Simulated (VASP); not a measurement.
# CdTe (F-43m) in VASP: phonons with r2SCAN

Aim: the phonons of CdTe with r2SCAN.

All numbers are computed with VASP 6.6.1; they aren't measurements. Logs are shortened: lines on timing, memory, paths and dates and some standing lists are left out, and cuts for length are marked.

**1. The cell of the first run**

It takes space group F-43m (No. 216, cubic). The conventional cell has a = 6.558 Å, b = 6.558 Å, c = 6.558 Å, α = 90.00°, β = 90.00°, γ = 90.00°. Within 3.7 Å of Cd (site symmetry -43m) lie 4 Te at 2.84 Å. Within 3.7 Å of Te (site symmetry -43m) lie 4 Cd at 2.84 Å.

**2. Phonons, r2SCAN**

Input file INCAR:

```
SYSTEM = CdTe
ALGO = Normal ; EDIFF = 1E-8
ENCUT = 550 ; GGA_COMPAT = .FALSE.
IBRION = 6 ; ISIF = 2
ISMEAR = 0 ; LASPH = .TRUE.
LCHARG = .TRUE. ; LMIXTAU = .TRUE.
LREAL = .FALSE. ; LWAVE = .FALSE.
METAGGA = R2SCAN ; NBANDS = 16
NELM = 120 ; NFREE = 2
NSW = 1 ; POTIM = 0.015
PREC = Accurate ; SIGMA = 0.01
```

Input file KPOINTS:

```
k-points
0
G
  6 6 6
  0 0 0
```

Input file POSCAR:

```
CdTe
1.0
    0.0000000000      3.2792074490      3.2792074490
    3.2792074490      0.0000000000      3.2792074490
    3.2792074490      3.2792074490      0.0000000000
Cd Te
1 1
Direct
    0.0000000000      0.0000000000      0.0000000000
    0.7500000000      0.7500000000      0.7500000000
```

Potentials or basis: VASP PAW PBE potentials, release 64 (Cd, Te).

Command:

```console
cat potpaw_PBE.64/Cd/POTCAR potpaw_PBE.64/Te/POTCAR > POTCAR
mpirun -np 1 vasp_std > vasp.out
```

OUTCAR:

```text
SYSTEM = CdTe
   EDIFF = 1E-8
   ENCUT = 550
   IBRION = 6
   ISIF = 2
   ISMEAR = 0
   LASPH = .TRUE.
   LREAL = .FALSE.
   METAGGA = R2SCAN
   NELM = 120
   NFREE = 2
   NSW = 1
   POTIM = 0.015
   PREC = Accurate

 ion  position               nearest neighbor table
   1  0.000  0.000  0.000-   2 2.84   2 2.84   2 2.84   2 2.84
   2  0.750  0.750  0.750-   1 2.84   1 2.84   1 2.84   1 2.84

  LATTYP: Found a face centered cubic cell.
 ALAT       =     6.5584148980

  Lattice vectors:

 A1 = (   0.0000000000,   3.2792074490,   3.2792074490)
 A2 = (   3.2792074490,   0.0000000000,   3.2792074490)
 A3 = (   3.2792074490,   3.2792074490,   0.0000000000)

Analysis of symmetry for initial positions (statically):
=====================================================================
 Subroutine PRICEL returns:
 Original cell was already a primitive cell.

 Routine SETGRP: Setting up the symmetry group for a
 face centered cubic supercell.

 Subroutine GETGRP returns: Found 24 space group operations
 (whereof 24 operations were pure point group operations)
 out of a pool of 48 trial point group operations.

The static configuration has the point symmetry T_d .

Analysis of symmetry for dynamics (positions and initial velocities):
=====================================================================
 Subroutine PRICEL returns:
 Original cell was already a primitive cell.

 Routine SETGRP: Setting up the symmetry group for a
 face centered cubic supercell.

 Subroutine GETGRP returns: Found 24 space group operations
 (whereof 24 operations were pure point group operations)
 out of a pool of 48 trial point group operations.

The dynamic configuration has the point symmetry T_d .

 Subroutine INISYM returns: Found 24 space group operations
 (whereof 24 operations are pure point group operations),
 and found     1 'primitive' translations

----------------------------------------------------------------------------------------

                                     Primitive cell

  volume of cell :      70.5240

  direct lattice vectors                    reciprocal lattice vectors
     0.000000000  3.279207449  3.279207449    -0.152475867  0.152475867  0.152475867
     3.279207449  0.000000000  3.279207449     0.152475867 -0.152475867  0.152475867
     3.279207449  3.279207449  0.000000000     0.152475867  0.152475867 -0.152475867

  length of vectors
     4.637499648  4.637499648  4.637499648     0.264095949  0.264095949  0.264095949

  position of ions in fractional coordinates (direct lattice)
     0.000000000  0.000000000  0.000000000
     0.750000000  0.750000000  0.750000000

  ion indices of the primitive-cell ions
   primitive index   ion index
                 1           1
                 2           2

----------------------------------------------------------------------------------------

 KPOINTS: k-points

Automatic generation of k-mesh.
 Grid dimensions read from file:
 generate k-points for:    6    6    6

 Generating k-lattice:

  Cartesian coordinates                     Fractional coordinates (reciprocal lattice)
    -0.025412645  0.025412645  0.025412645     0.166666667  0.000000000  0.000000000
     0.025412645 -0.025412645  0.025412645     0.000000000  0.166666667  0.000000000
     0.025412645  0.025412645 -0.025412645     0.000000000  0.000000000  0.166666667

  Length of vectors
     0.044015992  0.044015992  0.044015992

  Shift w.r.t. Gamma in fractional coordinates (k-lattice)
     0.000000000  0.000000000  0.000000000

 Subroutine IBZKPT returns following result:
 ===========================================

 Found     16 irreducible k-points:

 Following reciprocal coordinates:
            Coordinates               Weight
  0.000000  0.000000  0.000000      1.000000
  0.166667  0.000000  0.000000      8.000000
  0.333333  0.000000  0.000000      8.000000
  0.500000  0.000000  0.000000      4.000000
  0.166667  0.166667  0.000000      6.000000
  0.333333  0.166667  0.000000     24.000000
[... 8 lines left out ...]
 -0.333333  0.333333  0.166667     24.000000
 -0.333333  0.500000  0.166667     12.000000
   k-points           NKPTS =     16   k-points in BZ     NKDIM =     16   number of bands    NBANDS=     16
   number of dos      NEDOS =    301   number of ions     NIONS =      2
   total plane-waves  NPLWV =  46656
   dimension x,y,z NGX =    36 NGY =   36 NGZ =   36
   dimension x,y,z NGXF=    72 NGYF=   72 NGZF=   72
   ions per type =               1   1
   NGX,Y,Z   is equivalent  to a cutoff of  12.91, 12.91, 12.91 a.u.
   NGXF,Y,Z  is equivalent  to a cutoff of  25.81, 25.81, 25.81 a.u.
 SYSTEM =  CdTe
   PREC   = accura    normal or accurate (medium, high low for compatibility)
   ISTART =      0    job   : 0-new  1-cont  2-samecut
   ICHARG =      2    charge: 1-file 2-atom 10-const
   ISPIN  =      1    spin polarized calculation?
   LNONCOLLINEAR =      F non collinear calculations
   LSORBIT =      F    spin-orbit coupling
   LASPH  =      T    aspherical Exc in radial PAW
   ENCUT  =  550.0 eV  40.42 Ry    6.36 a.u.   8.87  8.87  8.87*2*pi/ulx,y,z
   NELM   =    120;   NELMIN=  2; NELMDL= -5     # of ELM steps
   EDIFF  = 0.1E-07   stopping-criterion for ELM
   LREAL  =      F    real-space projection
   EDIFFG = 0.1E-06   stopping-criterion for IOM
   NSW    =     61    number of steps for IOM
   IBRION =      6    ionic relax: 0-MD 1-quasi-New 2-CG
   NFREE  =      2    steps in history (QN), initial steepest desc. (CG)
   ISIF   =      2    stress and relaxation
   ISYM   =      2    0-nonsym 1-usesym 2-fastsym
   POTIM  = 0.0150    time-step for ionic-motion
   TEBEG  =    0.0;   TEEND  =   0.0 temperature during run
   PSTRESS=    0.0 pullay stress
   NELECT =      18.0000    total number of electrons
   NUPDOWN=      -1.0000    fix difference up-down
   EMIN   =  10.00;   EMAX   =-10.00  energy-range for DOS
   EFERMI =   0.00;   METHOD = LEGACY
   ISMEAR =     0;   SIGMA  =   0.01  broadening in eV -4-tet -1-fermi 0-gaus
   EFERMI_NEDOS =   21; number of points for ismear=-14 and -15
   IALGO  =     38    algorithm
   IMIX   =      4    mixing-type and parameters
     AMIX     =   0.40;   BMIX     =  1.00
     AMIX_MAG =   1.60;   BMIX_MAG =  1.00
  volume/ion in A,a.u.               =      35.26       237.96
  Fermi-wavevector in a.u.,A,eV,Ry     =   1.038453  1.962391 14.672309  1.078384
  Thomas-Fermi vector in A             =   2.172938
   LORBIT       =      0    0 simple, 1 ext, 2 COOP (PROOUT), +10 PAW based schemes
   METAGGA = R2SCAN    functional components
   LHFCALC =     F    Hartree Fock is set to
   AEXX    =    0.0000 exact exchange contribution
   IVDW    =     0    specifies the selected vdW correction
   LEPSILON=     F    determine dielectric tensor
   LRPA    =     F    only Hartree local field effects (RPA)
 finite differences with symmetry
 non-spin polarized calculation
 Gauss-broadening in eV      SIGMA  =   0.01
  energy-cutoff  :      550.00
  volume of cell :       70.52
 maximum number of plane-waves:      2085
   NGX = 17   NGY = 17   NGZ = 17

--------------------------------------- Ionic step        1  -------------------------------------------

 number of electron      18.0000005 magnetization

 Free energy of the ion-electron system (eV)
  ---------------------------------------------------
  ext. energy  EPLUGINS =         0.00000000
  ---------------------------------------------------
  free energy    TOTEN  =       -46.64145551 eV

  energy without entropy =      -46.64145551  energy(sigma->0) =      -46.64145551

------------------------ aborting loop because EDIFF is reached ----------------------------------------

  FORCE on cell =-STRESS in cart. coord.  units (eV):
  Direction    XX          YY          ZZ          XY          YZ          ZX
  --------------------------------------------------------------------------------------
  -------------------------------------------------------------------------------------
  Total        0.0353880      0.0353880      0.0353880      0.0000000      0.0000000      0.0000000
  in kB        0.8039505      0.8039505      0.8039505      0.0000000      0.0000000      0.0000000
  external PRESSURE =       0.8039505 kB  Pullay stress =       0.0000000 kB
[... 129 lines left out ...]
  energy  without entropy=      -46.6409916058  energy(sigma->0) =      -46.64099161

--------------------------------------- Ionic step        5  -------------------------------------------

 number of electron      18.0000005 magnetization

 Free energy of the ion-electron system (eV)
  ---------------------------------------------------
  ext. energy  EPLUGINS =         0.00000000
  ---------------------------------------------------
  free energy    TOTEN  =       -46.64099160 eV

  energy without entropy =      -46.64099160  energy(sigma->0) =      -46.64099160

 E-fermi :   1.8690     XC(G=0):  -8.9384

 val. band max:        1.7950904380   @ k =   0.0000   0.0000   0.0000
 cond. band min:       2.9389910344   @ k =   0.0000   0.0000   0.0000
 fundamental gap:      1.1439005964
 Fermi energy:         1.8690406469

 k-point     1 :       0.0000    0.0000    0.0000
  band No.  band energies     occupation
      1      -9.5381      2.00000
      2      -6.6716      2.00000
      3      -6.6655      2.00000
      4      -6.6597      2.00000
      5      -6.4087      2.00000
      6      -6.4086      2.00000
[... 8 lines left out ...]
     15      11.5502      0.00000
     16      11.5507      0.00000
[... 420 lines left out ...]
  band No.  band energies     occupation
      1      -9.1338      2.00000
      2      -6.5892      2.00000
      3      -6.5739      2.00000
      4      -6.4242      2.00000
      5      -6.3973      2.00000
      6      -6.0375      2.00000
[... 8 lines left out ...]
     15      12.2772      0.00000
     16      12.6702      0.00000

 [... further k-points ...]

------------------------ aborting loop because EDIFF is reached ----------------------------------------

  FORCE on cell =-STRESS in cart. coord.  units (eV):
  Direction    XX          YY          ZZ          XY          YZ          ZX
  --------------------------------------------------------------------------------------
  -------------------------------------------------------------------------------------
  Total        0.0358916      0.0373484      0.0373484      0.0000000     -0.0804963      0.0000000
  in kB        0.8153933      0.8484886      0.8484886      0.0000000     -1.8287312      0.0000000
  external PRESSURE =       0.8374568 kB  Pullay stress =       0.0000000 kB
[... 17 lines left out ...]
  FREE ENERGIE OF THE ION-ELECTRON SYSTEM (eV)
  ---------------------------------------------------
  free  energy   TOTEN  =       -46.6409915972 eV

  energy  without entropy=      -46.6409915972  energy(sigma->0) =      -46.64099160

 INTERNAL STRAIN TENSORS FROM DISPLACED ATOMS
 ============================================

 INTERNAL STRAIN TENSOR FOR ION    1 for displacements in x,y,z  (eV/Angst):
          X           Y           Z          XY          YZ          ZX
  --------------------------------------------------------------------------------
  x     0.00000     0.00000     0.00000     0.00000    -5.36337     0.00000
  y     0.00000     0.00000     0.00000     0.00000     0.00000    -5.36337
  z     0.00000     0.00000     0.00000    -5.36337     0.00000     0.00000

 INTERNAL STRAIN TENSOR FOR ION    2 for displacements in x,y,z  (eV/Angst):
          X           Y           Z          XY          YZ          ZX
  --------------------------------------------------------------------------------
  x     0.00000     0.00000     0.00000     0.00000     5.36513     0.00000
  y     0.00000     0.00000     0.00000     0.00000     0.00000     5.36513
  z     0.00000     0.00000     0.00000     5.36513     0.00000     0.00000

 Eigenvectors and eigenvalues of the dynamical matrix
 ----------------------------------------------------

   1 f  =    4.110322 THz    25.825918 2PiTHz  137.105600 cm-1    16.998920 meV
             X         Y         Z           dx          dy          dz
      0.000000  0.000000  0.000000     0.000000    0.729869    0.000000
      4.918811  4.918811  4.918811     0.000000   -0.683588    0.000000

   2 f  =    4.110322 THz    25.825918 2PiTHz  137.105600 cm-1    16.998920 meV
             X         Y         Z           dx          dy          dz
      0.000000  0.000000  0.000000     0.729869    0.000000    0.000000
      4.918811  4.918811  4.918811    -0.683588    0.000000    0.000000
[... 11 lines left out ...]
   5 f/i=    0.004390 THz     0.027581 2PiTHz    0.146422 cm-1     0.018154 meV
             X         Y         Z           dx          dy          dz
      0.000000  0.000000  0.000000     0.000000   -0.683588    0.000000
      4.918811  4.918811  4.918811     0.000000   -0.729869    0.000000

   6 f/i=    0.004390 THz     0.027581 2PiTHz    0.146422 cm-1     0.018154 meV
             X         Y         Z           dx          dy          dz
      0.000000  0.000000  0.000000     0.000000    0.000000   -0.683588
      4.918811  4.918811  4.918811     0.000000    0.000000   -0.729869

 ELASTIC MODULI CONTR FROM IONIC RELAXATION (kBar)
 Direction    XX          YY          ZZ          XY          YZ          ZX
 --------------------------------------------------------------------------------
 XX          -0.0000      0.0000      0.0000      0.0000      0.0000      0.0000
 YY           0.0000     -0.0000      0.0000      0.0000      0.0000      0.0000
 ZZ           0.0000      0.0000     -0.0000      0.0000      0.0000      0.0000
 XY           0.0000      0.0000      0.0000   -158.2602      0.0000      0.0000
 YZ           0.0000      0.0000      0.0000      0.0000   -158.2602      0.0000
 ZX           0.0000      0.0000      0.0000      0.0000      0.0000   -158.2602
 --------------------------------------------------------------------------------
```

Wall time 22 min (1 thread of Intel Xeon 8259CL, shared host); peak memory 0.29 GiB.

What came out:

```
Highest phonon frequency at Γ, LO-TO splitting left out : 137 cm⁻¹
```

Phonon frequencies in cm⁻¹ (negative: imaginary):
```
              q point        frequencies
(0.000, 0.000, 0.000)  0 0 0 137 137 137
```

Caveat: the PAW data sets were made with another functional, which shifts forces and pressure a little; spin-orbit coupling is left out, which moves the levels of the heavy elements.
